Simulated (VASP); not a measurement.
# BP (F-43m) in VASP: a series of runs, part 2 of 2

VASP 6.6.1. The steps go on from the part before.

## (3) Single point, r2SCAN

POSCAR

```
BP
1.0
    0.0000000000      2.2683156780      2.2683156780
    2.2683156780      0.0000000000      2.2683156780
    2.2683156780      2.2683156780      0.0000000000
B P
1 1
Direct
    0.0000000000      0.0000000000      0.0000000000
    0.2500000000      0.2500000000      0.2500000000
```

INCAR.step1

```
ALGO     = Normal         # electronic algorithm
EDIFF    = 1E-4           # SCF threshold, eV
ENCUT    = 520            # plane-wave cutoff, eV
GGA      = PE             # functional
ISMEAR   = -1             # smearing method
LASPH    = True           # aspherical terms in the spheres
LCHARG   = False          # write CHGCAR
LREAL    = False          # projectors in reciprocal space
LWAVE    = True           # write WAVECAR
NBANDS   = 11             # bands
NELM     = 80             # most SCF steps
PREC     = Accurate       # precision mode
SIGMA    = 0.02           # smearing width, eV
```

INCAR.step2

```
ALGO     = Normal         # electronic algorithm
EDIFF    = 1E-6           # SCF threshold, eV
ENCUT    = 520            # plane-wave cutoff, eV
ISIF     = 2              # what is computed and relaxed
ISMEAR   = -1             # smearing method
ISTART   = 1            
LASPH    = True           # aspherical terms in the spheres
LCHARG   = False          # write CHGCAR
LMIXTAU  = True         
LREAL    = False          # projectors in reciprocal space
LWAVE    = False          # write WAVECAR
METAGGA  = R2SCAN         # meta-GGA
NBANDS   = 11             # bands
NELM     = 80             # most SCF steps
PREC     = Accurate       # precision mode
SIGMA    = 0.02           # smearing width, eV
```

KPOINTS

```
k-points
0
Gamma
  8 8 8
```

Potentials or basis: VASP PAW PBE potentials, release 64 (B, P).

Started as:

```console
$ cat potpaw_PBE.64/B/POTCAR potpaw_PBE.64/P/POTCAR > POTCAR
$ cp INCAR.step1 INCAR
$ mpirun -np 1 vasp_std > vasp.out
$ cp INCAR.step2 INCAR
$ mpirun -np 1 vasp_std > vasp.out
```

OUTCAR:

```text
EDIFF = 1E-6
   ENCUT = 520
   ISIF = 2
   ISMEAR = -1
   ISTART = 1
   LASPH = True
   LREAL = False
   METAGGA = R2SCAN
   NELM = 80
   PREC = Accurate

 ion  position               nearest neighbor table
   1  0.000  0.000  0.000-   2 1.96   2 1.96   2 1.96   2 1.96
   2  0.250  0.250  0.250-   1 1.96   1 1.96   1 1.96   1 1.96

  LATTYP: Found a face centered cubic cell.
 ALAT       =     4.5366313560

  Lattice vectors:

 A1 = (   0.0000000000,   2.2683156780,   2.2683156780)
 A2 = (   2.2683156780,   0.0000000000,   2.2683156780)
 A3 = (   2.2683156780,   2.2683156780,   0.0000000000)

Analysis of symmetry for initial positions (statically):
=====================================================================
 Subroutine PRICEL returns:
 Original cell was already a primitive cell.

 Routine SETGRP: Setting up the symmetry group for a
 face centered cubic supercell.

 Subroutine GETGRP returns: Found 24 space group operations
 (whereof 24 operations were pure point group operations)
 out of a pool of 48 trial point group operations.

The static configuration has the point symmetry T_d .

Analysis of symmetry for dynamics (positions and initial velocities):
=====================================================================
 Subroutine PRICEL returns:
 Original cell was already a primitive cell.

 Routine SETGRP: Setting up the symmetry group for a
 face centered cubic supercell.

 Subroutine GETGRP returns: Found 24 space group operations
 (whereof 24 operations were pure point group operations)
 out of a pool of 48 trial point group operations.

The dynamic configuration has the point symmetry T_d .

 Subroutine INISYM returns: Found 24 space group operations
 (whereof 24 operations are pure point group operations),
 and found     1 'primitive' translations

----------------------------------------------------------------------------------------

                                     Primitive cell
[... 116 lines left out ...]
   METAGGA = R2SCAN    functional components
   LHFCALC =     F    Hartree Fock is set to
   AEXX    =    0.0000 exact exchange contribution
   IVDW    =     0    specifies the selected vdW correction
   LEPSILON=     F    determine dielectric tensor
   LRPA    =     F    only Hartree local field effects (RPA)
 non-spin polarized calculation
  energy-cutoff  :      520.00
  volume of cell :       23.34
 maximum number of plane-waves:       638
   NGX = 11   NGY = 11   NGZ = 11

 number of electron       8.0000000 magnetization

 Free energy of the ion-electron system (eV)
  ---------------------------------------------------
  ext. energy  EPLUGINS =         0.00000000
  ---------------------------------------------------
  free energy    TOTEN  =       -17.30950925 eV

  energy without entropy =      -17.30950925  energy(sigma->0) =      -17.30950925

 E-fermi :   7.8042     XC(G=0): -11.5046

 val. band max:        7.4005292059   @ k =   0.0000   0.0000   0.0000
 cond. band min:       8.8762029880   @ k =   0.3750   0.3750   0.0000
 fundamental gap:      1.4756737821
 Fermi energy:         7.8042324895

 k-point     1 :       0.0000    0.0000    0.0000
  band No.  band energies     occupation
      1      -8.8674      2.00000
      2       7.4005      2.00000
      3       7.4005      2.00000
      4       7.4005      2.00000
      5      11.0420      0.00000
      6      11.0420      0.00000
      7      11.0420      0.00000
      8      15.4256      0.00000
      9      19.8114      0.00000
     10      20.0494      0.00000
     11      20.0494      0.00000
[... 309 lines left out ...]
 k-point    24 :      -0.3750    0.2500    0.1250
  band No.  band energies     occupation
      1      -4.6692      2.00000
      2      -1.5139      2.00000
      3       2.6341      2.00000
      4       4.1177      2.00000
      5      11.9602      0.00000
      6      12.9620      0.00000
      7      16.3038      0.00000
      8      17.9160      0.00000
      9      18.4921      0.00000
     10      22.7123      0.00000
     11      25.2117      0.00000

 [... further k-points ...]

------------------------ aborting loop because EDIFF is reached ----------------------------------------

  FORCE on cell =-STRESS in cart. coord.  units (eV):
  Direction    XX          YY          ZZ          XY          YZ          ZX
  --------------------------------------------------------------------------------------
  -------------------------------------------------------------------------------------
  Total       -0.0735532     -0.0735532     -0.0735532      0.0000000     -0.0000000     -0.0000000
  in kB       -5.0486073     -5.0486073     -5.0486073      0.0000000     -0.0000000     -0.0000000
  external PRESSURE =      -5.0486073 kB  Pullay stress =       0.0000000 kB

 VOLUME and BASIS-vectors are now :
 -----------------------------------------------------------------------------
  energy-cutoff  :      520.00
  volume of cell :       23.34
      direct lattice vectors                 reciprocal lattice vectors
     0.000000000  2.268315678  2.268315678    -0.220427873  0.220427873  0.220427873
     2.268315678  0.000000000  2.268315678     0.220427873 -0.220427873  0.220427873
     2.268315678  2.268315678  0.000000000     0.220427873  0.220427873 -0.220427873

 POSITION                                       TOTAL-FORCE (eV/Angst)
 -----------------------------------------------------------------------------------
      0.00000      0.00000      0.00000         0.000000      0.000000      0.000000
      1.13416      1.13416      1.13416        -0.000000     -0.000000     -0.000000
 -----------------------------------------------------------------------------------
    total drift:                                0.000000      0.000000      0.000000

  FREE ENERGIE OF THE ION-ELECTRON SYSTEM (eV)
  ---------------------------------------------------
  free  energy   TOTEN  =       -17.3095092471 eV

  energy  without entropy=      -17.3095092471  energy(sigma->0) =      -17.30950925
```

OSZICAR.step1:

```text
N       E                     dE             d eps       ncg     rms          rms(c)
DAV:   1     0.921940051230E+01    0.92194E+01   -0.39387E+03   638   0.653E+02
DAV:   2    -0.129637984401E+02   -0.22183E+02   -0.20846E+02   858   0.108E+02
DAV:   3    -0.136358005519E+02   -0.67200E+00   -0.66947E+00   815   0.159E+01
DAV:   4    -0.136386485721E+02   -0.28480E-02   -0.28477E-02   722   0.119E+00
DAV:   5    -0.136386630909E+02   -0.14519E-04   -0.14519E-04   772   0.886E-02    0.722E+00
DAV:   6    -0.130270199077E+02    0.61164E+00   -0.13934E+00   725   0.511E+00    0.389E+00
DAV:   7    -0.129357836840E+02    0.91236E-01   -0.23426E-01   791   0.241E+00    0.133E+00
DAV:   8    -0.129279316263E+02    0.78521E-02   -0.26832E-02   748   0.933E-01    0.194E-01
DAV:   9    -0.129282510539E+02   -0.31943E-03   -0.71545E-04   721   0.180E-01    0.125E-01
DAV:  10    -0.129284480976E+02   -0.19704E-03   -0.24775E-04   717   0.988E-02    0.282E-02
DAV:  11    -0.129284588992E+02   -0.10802E-04   -0.11458E-05   382   0.225E-02
   1 F= -.12928459E+02 E0= -.12928459E+02  d E =-.299779E-10
```

Wall time 21 s (1 thread of Intel Xeon 6975P-C, shared host); peak memory 0.14 GiB.

What came out:

| Item | Value |
| --- | --- |
| Free energy | -17.3095 eV |
| Pressure | -0.5 GPa |
| Band gap on the k mesh | 1.48 eV, indirect (least direct gap 3.64 eV) |

Caveat: the PAW data sets were made with another functional, which shifts forces and pressure a little. A k mesh can miss the band edges.
